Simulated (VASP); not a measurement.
# Ti4Al12H (a cell with a defect): single point with PBE

The system is Ti4Al12H (a cell with a defect).

```
CELL_PARAMETERS angstrom
-3.97973 3.97973 3.97973
3.97973 -3.97973 3.97973
3.97973 3.97973 -3.97973
ATOMIC_POSITIONS crystal
Ti 0.49021 0.48684 0.00001
Ti 0.01325 0.00988 0.00001
Ti 0.99990 0.50017 0.50000
Ti 0.49988 0.00015 0.50000
Al 0.25002 0.25002 0.50002
Al 0.75000 0.75000 0.50000
Al 0.75177 0.24874 0.00000
Al 0.25128 0.74823 0.00000
Al 0.24935 0.50802 0.25734
Al 0.75143 0.99555 0.24697
Al 0.75206 0.50392 0.75597
Al 0.24734 0.98468 0.73198
Al 0.51543 0.25267 0.26807
Al 0.99610 0.74798 0.24407
Al 0.99202 0.25066 0.74265
Al 0.50445 0.74861 0.75304
H 0.27975 0.22048 0.00011
```

```json
{
  "Program": "VASP 6.6.1",
  "Task": "single point",
  "Functional": "PBE",
  "Potentials or basis": "VASP PAW PBE potentials, release 64 (Ti_sv, Al, H)",
  "Cutoff": "520 eV",
  "k mesh": "4 × 4 × 4, shifted",
  "Occupations": "gaussian, width 0.1 eV",
  "Spin": "no spin polarisation"
}
```

```
Pressure      : 1.4 GPa
Largest force : 0.017 eV/Å
```

Forces on the atoms (eV/Å):
```
Ti  -0.002  0.002  0.016
Ti  -0.001  0.002 -0.017
Ti  -0.008  0.008 -0.003
Ti  -0.008  0.008 -0.002
Al   0.000 -0.001  0.001
Al   0.001  0.000  0.000
Al   0.001 -0.001  0.001
Al   0.003 -0.003  0.000
Al   0.001  0.000  0.000
Al   0.000 -0.002  0.001
Al   0.002 -0.003  0.001
Al   0.003  0.000  0.000
Al   0.001 -0.006  0.000
Al   0.003 -0.002  0.001
Al   0.001 -0.002  0.000
Al   0.002  0.000  0.001
H    0.001 -0.001 -0.001
```

Stress tensor (GPa, compression positive):
```
1.80 0.04 0.00
0.04 1.80 0.00
0.00 0.00 0.68
```

Levels at points of the mesh, in eV from the Fermi level:
| k point | band 38 | band 39 | band 40 | band 41 | band 42 | band 43 | band 44 | band 45 | band 46 | band 47 |
| --- | --- | --- | --- | --- | --- | --- | --- | --- | --- | --- |
| (0.12, 0.12, 0.12) | -1.41 | -1.31 | -1.20 | -0.13 | -0.10 | 0.00 | 0.05 | 0.07 | 0.41 | 0.52 |

Wall time 11 min on 1 thread of Intel(R) Xeon(R) 6975P-C (Granite Rapids), on a shared host, peak memory 0.55 GiB.
